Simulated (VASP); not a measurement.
# VH (Fm-3m) in VASP: single point with r2SCAN

Aim: the single point of VH with r2SCAN.

Program: VASP 6.6.1. These are calculated values, not measurements. Logs are shortened: lines on timing, memory, paths and dates and some standing lists are left out, and cuts for length are marked.

## 1. The cell of the first run

It takes space group Fm-3m (No. 225, cubic). The conventional cell has a = 3.928 Å, b = 3.928 Å, c = 3.928 Å, α = 90.00°, β = 90.00°, γ = 90.00°. Within 2.6 Å of V (site symmetry m-3m) lie 6 H at 1.96 Å. Within 2.6 Å of H (site symmetry m-3m) lie 6 V at 1.96 Å.

## 2. Single point, r2SCAN, collinear spin, ferromagnetic start

POSCAR

```
VH
1.0
    0.0000000000      1.9637540000      1.9637540000
    1.9637540000      0.0000000000      1.9637540000
    1.9637540000      1.9637540000      0.0000000000
V H
1 1
Direct
    0.0000000000      0.0000000000      0.0000000000
    0.5000000000      0.5000000000      0.5000000000
```

INCAR.step1

```
SYSTEM = VH
ALGO = Normal
EDIFF = 1E-4
ENCUT = 520
GGA = PE
ISMEAR = 1
ISPIN = 2
LASPH = .True.
LCHARG = .False.
LMAXMIX = 4
LREAL = .False.
LWAVE = .True.
MAGMOM = 1.5 0
NBANDS = 18
NELM = 150
PREC = Accurate
SIGMA = 0.05
```

INCAR.step2

```
SYSTEM = VH
ALGO = Normal
EDIFF = 1E-6
ENCUT = 520
ISIF = 2
ISMEAR = 1
ISPIN = 2
ISTART = 1
LASPH = .True.
LCHARG = .True.
LELF = .True.
LMAXMIX = 4
LMIXTAU = .True.
LORBIT = 11
LREAL = .False.
LVHAR = .True.
LWAVE = .False.
MAGMOM = 1.5 0
METAGGA = R2SCAN
NBANDS = 18
NELM = 150
PREC = Accurate
SIGMA = 0.05
```

KPOINTS

```
k-points
0
Gamma
  10 10 10
  0 0 0
```

Potentials or basis: VASP PAW PBE potentials, release 64 (V_sv, H).

Started as:

```sh
> cat potpaw_PBE.64/V_sv/POTCAR potpaw_PBE.64/H/POTCAR > POTCAR
> cp INCAR.step1 INCAR
> mpirun -np 1 vasp_std > vasp.out
> cp INCAR.step2 INCAR
> mpirun -np 1 vasp_std > vasp.out
```

OUTCAR:

```text
SYSTEM = VH
   EDIFF = 1E-6
   ENCUT = 520
   ISIF = 2
   ISMEAR = 1
   ISPIN = 2
   ISTART = 1
   LASPH = .True.
   LORBIT = 11
   LREAL = .False.
   METAGGA = R2SCAN
   NELM = 150
   PREC = Accurate

 ion  position               nearest neighbor table
   1  0.000  0.000  0.000-
   2  0.500  0.500  0.500-

  LATTYP: Found a face centered cubic cell.
 ALAT       =     3.9275080000

  Lattice vectors:

 A1 = (   0.0000000000,   1.9637540000,   1.9637540000)
 A2 = (   1.9637540000,   0.0000000000,   1.9637540000)
 A3 = (   1.9637540000,   1.9637540000,   0.0000000000)

Analysis of symmetry for initial positions (statically):
=====================================================================
 Subroutine PRICEL returns:
 Original cell was already a primitive cell.

 Routine SETGRP: Setting up the symmetry group for a
 face centered cubic supercell.

 Subroutine GETGRP returns: Found 48 space group operations
 (whereof 48 operations were pure point group operations)
 out of a pool of 48 trial point group operations.

The static configuration has the point symmetry O_h .

Analysis of symmetry for dynamics (positions and initial velocities):
=====================================================================
 Subroutine PRICEL returns:
 Original cell was already a primitive cell.

 Routine SETGRP: Setting up the symmetry group for a
 face centered cubic supercell.

 Subroutine GETGRP returns: Found 48 space group operations
 (whereof 48 operations were pure point group operations)
 out of a pool of 48 trial point group operations.

The dynamic configuration has the point symmetry O_h .

Analysis of structural, dynamic, and magnetic symmetry:
=====================================================================
 Subroutine PRICEL returns:
 Original cell was already a primitive cell.

 Routine SETGRP: Setting up the symmetry group for a
 face centered cubic supercell.

 Subroutine GETGRP returns: Found 48 space group operations
 (whereof 48 operations were pure point group operations)
 out of a pool of 48 trial point group operations.

The overall configuration has the point symmetry O_h .

 Subroutine INISYM returns: Found 48 space group operations
 (whereof 48 operations are pure point group operations),
 and found     1 'primitive' translations

----------------------------------------------------------------------------------------

                                     Primitive cell

  volume of cell :      15.1458

  direct lattice vectors                    reciprocal lattice vectors
     0.000000000  1.963754000  1.963754000    -0.254614376  0.254614376  0.254614376
     1.963754000  0.000000000  1.963754000     0.254614376 -0.254614376  0.254614376
     1.963754000  1.963754000  0.000000000     0.254614376  0.254614376 -0.254614376

  length of vectors
     2.777167540  2.777167540  2.777167540     0.441005036  0.441005036  0.441005036

  position of ions in fractional coordinates (direct lattice)
     0.000000000  0.000000000  0.000000000
     0.500000000  0.500000000  0.500000000

  ion indices of the primitive-cell ions
   primitive index   ion index
                 1           1
                 2           2

----------------------------------------------------------------------------------------

 KPOINTS: k-points

Automatic generation of k-mesh.
 Grid dimensions read from file:
 generate k-points for:   10   10   10

 Generating k-lattice:

  Cartesian coordinates                     Fractional coordinates (reciprocal lattice)
    -0.025461438  0.025461438  0.025461438     0.100000000  0.000000000  0.000000000
     0.025461438 -0.025461438  0.025461438     0.000000000  0.100000000  0.000000000
     0.025461438  0.025461438 -0.025461438     0.000000000  0.000000000  0.100000000

  Length of vectors
     0.044100504  0.044100504  0.044100504

  Shift w.r.t. Gamma in fractional coordinates (k-lattice)
     0.000000000  0.000000000  0.000000000

 Subroutine IBZKPT returns following result:
 ===========================================

 Found     47 irreducible k-points:

 Following reciprocal coordinates:
            Coordinates               Weight
  0.000000  0.000000  0.000000      1.000000
  0.100000  0.000000  0.000000      8.000000
  0.200000  0.000000  0.000000      8.000000
  0.300000  0.000000  0.000000      8.000000
  0.400000  0.000000  0.000000      8.000000
  0.500000  0.000000  0.000000      4.000000
[... 16 lines left out ...]
  0.300000  0.300000  0.000000      6.000000
  0.400000  0.300000  0.000000     24.000000
 [... further k-points ...]
   k-points           NKPTS =     47   k-points in BZ     NKDIM =     47   number of bands    NBANDS=     18
   number of dos      NEDOS =    301   number of ions     NIONS =      2
   total plane-waves  NPLWV =  13824
   dimension x,y,z NGX =    24 NGY =   24 NGZ =   24
   dimension x,y,z NGXF=    48 NGYF=   48 NGZF=   48
   ions per type =               1   1
   NGX,Y,Z   is equivalent  to a cutoff of  14.37, 14.37, 14.37 a.u.
   NGXF,Y,Z  is equivalent  to a cutoff of  28.73, 28.73, 28.73 a.u.
 SYSTEM =  VH
   PREC   = accura    normal or accurate (medium, high low for compatibility)
   ISTART =      1    job   : 0-new  1-cont  2-samecut
   ICHARG =      0    charge: 1-file 2-atom 10-const
   ISPIN  =      2    spin polarized calculation?
   LNONCOLLINEAR =      F non collinear calculations
   LSORBIT =      F    spin-orbit coupling
   LASPH  =      T    aspherical Exc in radial PAW
   ENCUT  =  520.0 eV  38.22 Ry    6.18 a.u.   5.16  5.16  5.16*2*pi/ulx,y,z
   NELM   =    150;   NELMIN=  2; NELMDL=  0     # of ELM steps
   EDIFF  = 0.1E-05   stopping-criterion for ELM
   LREAL  =      F    real-space projection
   EDIFFG = 0.1E-04   stopping-criterion for IOM
   NSW    =      0    number of steps for IOM
   IBRION =     -1    ionic relax: 0-MD 1-quasi-New 2-CG
   NFREE  =      0    steps in history (QN), initial steepest desc. (CG)
   ISIF   =      2    stress and relaxation
   ISYM   =      2    0-nonsym 1-usesym 2-fastsym
   POTIM  = 0.5000    time-step for ionic-motion
   TEBEG  =    0.0;   TEEND  =   0.0 temperature during run
   PSTRESS=    0.0 pullay stress
   NELECT =      14.0000    total number of electrons
   NUPDOWN=      -1.0000    fix difference up-down
   EMIN   =  10.00;   EMAX   =-10.00  energy-range for DOS
   EFERMI =   0.00;   METHOD = LEGACY
   ISMEAR =     1;   SIGMA  =   0.05  broadening in eV -4-tet -1-fermi 0-gaus
   EFERMI_NEDOS =   21; number of points for ismear=-14 and -15
   IALGO  =     38    algorithm
   IMIX   =      4    mixing-type and parameters
     AMIX     =   0.40;   BMIX     =  1.00
     AMIX_MAG =   1.60;   BMIX_MAG =  1.00
  volume/ion in A,a.u.               =       7.57        51.10
  Fermi-wavevector in a.u.,A,eV,Ry     =   1.594730  3.013602 34.601833  2.543163
  Thomas-Fermi vector in A             =   2.692759
   LORBIT       =     11    0 simple, 1 ext, 2 COOP (PROOUT), +10 PAW based schemes
   METAGGA = R2SCAN    functional components
   LHFCALC =     F    Hartree Fock is set to
   AEXX    =    0.0000 exact exchange contribution
   IVDW    =     0    specifies the selected vdW correction
   LEPSILON=     F    determine dielectric tensor
   LRPA    =     F    only Hartree local field effects (RPA)
 spin polarized calculation
 Methfessel and Paxton  Order N= 1 SIGMA  =   0.05
  energy-cutoff  :      520.00
  volume of cell :       15.15
 maximum number of plane-waves:       416
 NGX is ok and might be reduce to    24
   NGX = 11   NGY = 11   NGZ = 11

 number of electron      14.0000004 magnetization      -0.0000717

 number of electron      14.0000004 magnetization       0.0000607

 Free energy of the ion-electron system (eV)
  ---------------------------------------------------
  ext. energy  EPLUGINS =         0.00000000
  ---------------------------------------------------
  free energy    TOTEN  =       -17.97546851 eV

  energy without entropy =      -17.97502866  energy(sigma->0) =      -17.97532190

 E-fermi :   9.9891     XC(G=0): -14.0776

 val. band max:        9.9884068238   @ k =   0.4000   0.1000   0.0000
 cond. band min:      10.0132820750   @ k =   0.1000   0.1000   0.0000
 fundamental gap:      0.0248752513
 Fermi energy:         9.9890607081

 spin component 1

 k-point     1 :       0.0000    0.0000    0.0000
  band No.  band energies     occupation
      1     -56.8345      1.00000
      2     -29.1831      1.00000
      3     -29.1831      1.00000
      4     -29.1831      1.00000
      5      -1.2891      1.00000
      6       9.8220      1.00001
[... 10 lines left out ...]
     17      36.4097      0.00000
     18      36.4097      0.00000
[... 463 lines left out ...]
 k-point    24 :       0.4000    0.3000    0.0000
  band No.  band energies     occupation
      1     -56.6983      1.00000
      2     -29.7051      1.00000
      3     -29.3884      1.00000
      4     -29.3663      1.00000
      5       1.9165      1.00000
      6       7.5798      1.00000
[... 10 lines left out ...]
     17      40.6705      0.00000
     18      45.7184      0.00000

 [... further k-points ...]

 spin component 2

 k-point     1 :       0.0000    0.0000    0.0000
  band No.  band energies     occupation
      1     -56.8345      1.00000
      2     -29.1831      1.00000
      3     -29.1830      1.00000
      4     -29.1830      1.00000
      5      -1.2891      1.00000
      6       9.8221      1.00001
[... 10 lines left out ...]
     17      36.4098      0.00000
     18      36.4098      0.00000
[... 463 lines left out ...]
 k-point    24 :       0.4000    0.3000    0.0000
  band No.  band energies     occupation
      1     -56.6982      1.00000
      2     -29.7050      1.00000
      3     -29.3884      1.00000
      4     -29.3663      1.00000
      5       1.9165      1.00000
      6       7.5798      1.00000
[... 10 lines left out ...]
     17      40.6706      0.00000
     18      45.7185      0.00000

 [... further k-points ...]

------------------------ aborting loop because EDIFF is reached ----------------------------------------

  FORCE on cell =-STRESS in cart. coord.  units (eV):
  Direction    XX          YY          ZZ          XY          YZ          ZX
  --------------------------------------------------------------------------------------
  -------------------------------------------------------------------------------------
  Total       -0.0198845     -0.0198845     -0.0198845      0.0000000     -0.0000000      0.0000000
  in kB       -2.1034628     -2.1034628     -2.1034628      0.0000000     -0.0000000      0.0000000
  external PRESSURE =      -2.1034628 kB  Pullay stress =       0.0000000 kB

 VOLUME and BASIS-vectors are now :
 -----------------------------------------------------------------------------
  energy-cutoff  :      520.00
  volume of cell :       15.15
      direct lattice vectors                 reciprocal lattice vectors
     0.000000000  1.963754000  1.963754000    -0.254614376  0.254614376  0.254614376
     1.963754000  0.000000000  1.963754000     0.254614376 -0.254614376  0.254614376
     1.963754000  1.963754000  0.000000000     0.254614376  0.254614376 -0.254614376

 POSITION                                       TOTAL-FORCE (eV/Angst)
 -----------------------------------------------------------------------------------
      0.00000      0.00000      0.00000         0.000000     -0.000000     -0.000000
      1.96375      1.96375      1.96375         0.000000      0.000000      0.000000
 -----------------------------------------------------------------------------------
    total drift:                                0.000000     -0.000000     -0.000000

  FREE ENERGIE OF THE ION-ELECTRON SYSTEM (eV)
  ---------------------------------------------------
  free  energy   TOTEN  =       -17.9754685141 eV

  energy  without entropy=      -17.9750286629  energy(sigma->0) =      -17.97532190

 total charge

# of ion       s       p       d       tot
------------------------------------------
    1        2.264   6.245   3.104  11.612
    2        0.552   0.031   0.000   0.583
--------------------------------------------------
tot          2.815   6.276   3.104  12.195

 magnetization (x)

# of ion       s       p       d       tot
------------------------------------------
    1        0.000   0.000   0.000   0.000
    2       -0.000   0.000   0.000  -0.000
--------------------------------------------------
tot         -0.000   0.000   0.000   0.000
```

Run time: 2.9 min. Hardware: 1 thread of Intel Xeon 8259CL, shared host; peak memory 0.17 GiB.

Results:

```yaml
Free_energy: -17.9755 eV
Pressure: -0.2 GPa
Band_gap_on_the_k_mesh: zero (filled and empty bands overlap)
Net_moment: 0.00 μB per cell
Valence_electrons_inside_the_program's_atomic_spheres: V 11.61; H 0.58
```

Caveat: the moments typed at the start vanished in this run; the PAW data sets were made with another functional, which shifts forces and pressure a little.

The gap in the log of VASP goes by the Fermi energy; the results here count the filled bands.